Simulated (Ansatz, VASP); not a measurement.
One calculation of CuO, two programs

File INCAR:

```
SYSTEM = CuO
PREC = Accurate ; ENCUT = 520
EDIFF = 1E-6 ; ISMEAR = 0
SIGMA = 0.05 ; LREAL = .False.
LASPH = .True. ; NELM = 150
ALGO = Normal ; ISIF = 2
LWAVE = .False. ; LCHARG = .False.
ISPIN = 2 ; MAGMOM = 1 1 1 1 0 0 0 0
LORBIT = 11 ; LMAXMIX = 4
LDAU = .True. ; LDAUTYPE = 2
LDAUL = 2 -1 ; LDAUU = 4 0
LDAUJ = 0 0 ; LDAUPRINT = 1
GGA = PE ; NBANDS = 48
```

KPOINTS

```
regular mesh
0
Gamma
  6 6 4
  0 0 0
```

File POSCAR:

```
CuO
1.0
    4.1744183909      0.0000000000      0.3305692997
    0.0000000000      4.1521210818      0.0000000000
   -0.4124906598      0.0000000000      5.2015957526
Cu O
4 4
Direct
    0.2500000000      0.2500000000      0.0000000000
    0.2500000000     -0.2500000000      0.5000000000
    0.7500000000      0.7500000000      0.0000000000
    0.7500000000      0.2500000000      0.5000000000
    0.5000000000     -0.0000352666      0.2500000000
    0.5000000000      0.0000352666      0.7500000000
    1.0000000000      0.4999647334      0.2500000000
    1.0000000000      0.5000352666      0.7500000000
```

Input for Ansatz:

```yaml
crystal:
  lattice:
    - [4.1744183909, 0.0, 0.3305692997]
    - [0.0, 4.1521210818, 0.0]
    - [-0.4124906598, 0.0, 5.2015957526]
  atoms:
    - { symbol: Cu, position: [0.25, 0.25, 0.0], spin: 1.0 }
    - { symbol: Cu, position: [0.25, -0.25, 0.5], spin: 1.0 }
    - { symbol: O, position: [0.5, -3.52666e-05, 0.25] }
    - { symbol: O, position: [0.5, 3.52666e-05, 0.75] }
    - { symbol: Cu, position: [0.75, 0.75, 0.0], spin: 1.0 }
    - { symbol: Cu, position: [0.75, 0.25, 0.5], spin: 1.0 }
    - { symbol: O, position: [1.0, 0.4999647334, 0.25] }
    - { symbol: O, position: [1.0, 0.5000352666, 0.75] }
basis:
  ecutwfc: 420
  ecutrho_ratio: 4
kpoints:
  mp_grid: { grid: [6, 6, 4] }
hamiltonian:
  xc: pbe
  hubbard: { sites: [{ species: Cu, l: d, u_eff: 4.0 }] }
scf:
  occupations: { method: gaussian, width: 0.05 }
  lower_state_search: "off"
output:
  forces: true
  stress: true
  eigenvalues: true
  populations: true
  hubbard: { sites: [{ species: Cu, l: d }] }
magnetization:
  spin_polarized: true
checkpoint:
  read: start.run
  write: ck
  compress: false
  write_wavefunctions: false
  write_every: 100000
```

Alike in both runs: task single point; functional PBE; k mesh 6 × 6 × 4; occupations gaussian, width 0.05 eV; collinear spin; Hubbard terms Cu d U = 4.0 eV.

```csv
,VASP,Ansatz
version,VASP 6.6.1,Ansatz 0.2.0
potentials or method,"VASP PAW PBE potentials, release 64 (Cu, O), cutoff 520 eV","scalar-relativistic, plane waves, PAW"
valence electrons in the cell,68,100
```

```tsv
	VASP	Ansatz	Ansatz less VASP
gap on the k mesh at the Fermi level (eV)	none	none	-
pressure (GPa)	-2.7	0.0	+2.67
net moment per atom (μB)	0.49	0.46	-0.024
size of the moment on the site where the two differ most (μB)	0.63	0.58	-0.052
```

Site moments also hang on the region over which each program counts them. The programs project onto different local orbitals, so the same U acts differently, and such runs can settle in different states. A gap of «none» marks a metal or a gap that the smearing closes. VASP's potentials hold 68 valence electrons a cell and Ansatz's 100, so a difference there can come from the potentials and not from the codes. Ansatz's warnings: filled band counts differ across k points, stability check not made.
